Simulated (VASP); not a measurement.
Write the native input for VASP 6.6.1 that does the following.

- Task: single point
- Functional: PBE
- Potentials or basis: VASP PAW PBE potentials, release 64 (Y_sv, In_d, C, N)
- Cutoff: 520 eV
- k mesh: 4 × 4 × 4
- Occupations: gaussian, width 0.1 eV
- Spin: no spin polarisation
- Dipole correction: no
- Further INCAR settings: ALGO = Normal; EDIFF = 1e-06; NBANDS = 52

The structure of YInC6N6 lies in POSCAR:

```
YInC6N6
1.0
    0.0000000000      5.9038673753      5.9038673753
    5.9038673753      0.0000000000      5.9038673753
    5.9038673753      5.9038673753      0.0000000000
Y In C N
1 1 6 6
Direct
    0.0000000000      0.0000000000      0.0000000000
    0.5000000000      0.5000000000      0.5000000000
    0.7871174953      0.2128825047      0.2128825047
    0.2128825047      0.7871174953      0.2128825047
    0.2128825047      0.2128825047      0.7871174953
    0.2128825047      0.7871174953      0.7871174953
    0.7871174953      0.2128825047      0.7871174953
    0.7871174953      0.7871174953      0.2128825047
    0.6883991515      0.3116008485      0.3116008485
    0.3116008485      0.6883991515      0.3116008485
    0.3116008485      0.3116008485      0.6883991515
    0.3116008485      0.6883991515      0.6883991515
    0.6883991515      0.3116008485      0.6883991515
    0.6883991515      0.6883991515      0.3116008485
```

The input as run:

INCAR

```
SYSTEM = YInC6N6
PREC = Accurate ; ENCUT = 520
EDIFF = 1E-6 ; ISMEAR = 0
SIGMA = 0.1 ; LREAL = .False.
LASPH = .True. ; NELM = 60
ALGO = Normal ; ISIF = 2
LWAVE = .False. ; LCHARG = .False.
GGA = PE ; NBANDS = 52
```

KPOINTS

```
Automatic mesh
0
Gamma
  4 4 4
  0 0 0
```

Potentials or basis: VASP PAW PBE potentials, release 64 (Y_sv, In_d, C, N).

Command:

```console
$ cat potpaw_PBE.64/Y_sv/POTCAR potpaw_PBE.64/In_d/POTCAR potpaw_PBE.64/C/POTCAR potpaw_PBE.64/N/POTCAR > POTCAR
$ mpirun -np 1 vasp_std > vasp.out
```

It gave:

* Pressure: 0.3 GPa
* Largest force: 0.396 eV/Å
* Band gap on the k mesh: 4.56 eV (least direct gap 4.62 eV)

Caveat: spin-orbit coupling is left out, which moves the levels of the heavy elements.

It took 3.7 min on 1 thread of Intel(R) Xeon(R) 6975P-C (Granite Rapids), with other jobs on the host, peak memory 0.69 GiB.
